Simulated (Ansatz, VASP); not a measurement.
## One calculation of Cs, two programs

Contents of INCAR:

```
SYSTEM = Cs
  PREC = Accurate
  ENCUT = 500
  EDIFF = 1E-6
  ISMEAR = -5
  SIGMA = 0.05
  LREAL = .False.
  LASPH = .True.
  NELM = 120
  ALGO = Normal
  ISIF = 2
  LWAVE = .False.
  LCHARG = .True.
  GGA = LIBXC
  LIBXC1 = GGA_X_PBE_SOL
  LIBXC2 = GGA_C_PBE
  LELF = .True.
  LVHAR = .True.
  NBANDS = 10
  GGA_COMPAT = .False.
```

The input KPOINTS:

```
regular mesh
0
Gamma
  6 6 6
  0 0 0
```

File POSCAR:

```
Cs
1.0
   -3.0646009157      3.0646009157      3.0646009157
    3.0646009157     -3.0646009157      3.0646009157
    3.0646009157      3.0646009157     -3.0646009157
Cs
1
Direct
    0.0000000000      0.0000000000      0.0000000000
```

input.yaml

```yaml
crystal:
  lattice:
    - [-3.0646009157, 3.0646009157, 3.0646009157]
    - [3.0646009157, -3.0646009157, 3.0646009157]
    - [3.0646009157, 3.0646009157, -3.0646009157]
  atoms:
    - { symbol: Cs, position: [0.0, 0.0, 0.0] }
kpoints:
  mp_grid: { grid: [6, 6, 6] }
scf:
  occupations: { method: tetrahedron }
hamiltonian:
  xc: { exchange: pbesol, correlation: pbe }
  pseudopotentials: { kind: all_electron, lapw: { basis_error: 0.002 } }
output:
  forces: true
  stress: true
  eigenvalues: true
```

Change from the starting cell: volume scaled by 0.94.

Alike in both runs: task single point; functional pbesol exchange, pbe correlation; k mesh 6 × 6 × 6; occupations tetrahedron; no spin polarisation.

|  | VASP | Ansatz |
| --- | --- | --- |
| version | VASP 6.6.1 | Ansatz 0.2.0 |
| potentials or method | VASP PAW PBE potentials, release 64 (Cs_sv), cutoff 500 eV | all-electron LAPW, scalar-relativistic |

VASP gave:

| Quantity | Value |
| --- | --- |
| gap on the k mesh at the Fermi level (eV) | none |
| pressure (GPa) | -0.1 |

Q: Estimate Ansatz's values.

A: gap on the k mesh at the Fermi level (eV): none; pressure (GPa): 0.0.

VASP's potentials were made for PBE, not for pbesol exchange, pbe correlation. A gap of «none» marks a metal or a gap that the smearing closes. Ansatz ran all-electron here, and VASP with PAW potentials.

Neither program's run includes spin-orbit coupling.
